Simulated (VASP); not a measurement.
Set up this calculation in VASP 6.6.1, as the native input.

- Task: single point
- Functional: PBE-based global hybrid with 5 % exact exchange
- Potentials or basis: VASP PAW PBE potentials, release 64 (Sn_d, Te)
- Cutoff: 520 eV
- k mesh: 4 × 4 × 4
- Occupations: fermi-dirac, width 0.02 eV
- Spin: no spin polarisation
- Dipole correction: no
- Grid for exact exchange (PRECFOCK): Normal
- Share of exact exchange: 0.05
- Further INCAR settings: ALGO = Normal; EDIFF = 1e-07; NBANDS = 20

The system is SnTe2.

```
Sn Te
1.0
     0.00000    3.70104    3.70104
     3.70104    0.00000    3.70104
     3.70104    3.70104    0.00000
Sn Te
1 2
Direct
  0.00000 0.00000 0.00000
  0.25000 0.25000 0.25000
  0.75000 0.75000 0.75000
```

One way to write it, as run:

POSCAR

```
SnTe2
1.0
    0.0000000000      3.7010376726      3.7010376726
    3.7010376726      0.0000000000      3.7010376726
    3.7010376726      3.7010376726      0.0000000000
Sn Te
1 2
Direct
    0.0000000000      0.0000000000      0.0000000000
    0.2500000000      0.2500000000      0.2500000000
    0.7500000000      0.7500000000      0.7500000000
```

INCAR.step1

```
ALGO     = Normal         # electronic algorithm
EDIFF    = 1E-5           # SCF threshold, eV
ENCUT    = 520            # plane-wave cutoff, eV
GGA      = PE             # functional
ISIF     = 2              # what is computed and relaxed
ISMEAR   = -1             # smearing method
LASPH    = True           # aspherical terms in the spheres
LCHARG   = False          # write CHGCAR
LREAL    = False          # projectors in reciprocal space
LWAVE    = True           # write WAVECAR
NBANDS   = 20             # bands
NELM     = 80             # most SCF steps
PREC     = Accurate       # precision mode
SIGMA    = 0.02           # smearing width, eV
```

INCAR.step2

```
AEXX     = 0.05           # exact-exchange fraction
ALGO     = Normal         # electronic algorithm
EDIFF    = 1E-7           # SCF threshold, eV
ENCUT    = 520            # plane-wave cutoff, eV
GGA      = PE             # functional
ISIF     = 2              # what is computed and relaxed
ISMEAR   = -1             # smearing method
ISTART   = 1            
LASPH    = True           # aspherical terms in the spheres
LCHARG   = False          # write CHGCAR
LHFCALC  = True           # exact exchange
LREAL    = False          # projectors in reciprocal space
LWAVE    = False          # write WAVECAR
NBANDS   = 20             # bands
NELM     = 80             # most SCF steps
PREC     = Accurate       # precision mode
PRECFOCK = Normal       
SIGMA    = 0.02           # smearing width, eV
```

KPOINTS

```
k-points
0
Gamma
  4 4 4
```

Potentials or basis: VASP PAW PBE potentials, release 64 (Sn_d, Te).

Command:

```console
$ cat potpaw_PBE.64/Sn_d/POTCAR potpaw_PBE.64/Te/POTCAR > POTCAR
$ cp INCAR.step1 INCAR
$ mpirun -np 1 vasp_std > vasp.out
$ cp INCAR.step2 INCAR
$ mpirun -np 1 vasp_std > vasp.out
```

Results of the run:

```
Pressure               : 0.6 GPa
Band gap on the k mesh : zero (bands 13 and 14 overlap by 2.27 eV)
```

Caveat: the k points lie up to 0.37 Å⁻¹ apart, too coarse for converged energies and pressures of a metal; the PAW data sets were made with another functional, which shifts forces and pressure a little; spin-orbit coupling is left out, which moves the levels of the heavy elements.

It took 49 min on 1 thread of Intel(R) Xeon(R) Platinum 8488C (Sapphire Rapids) (shared host), peak memory 0.26 GiB.
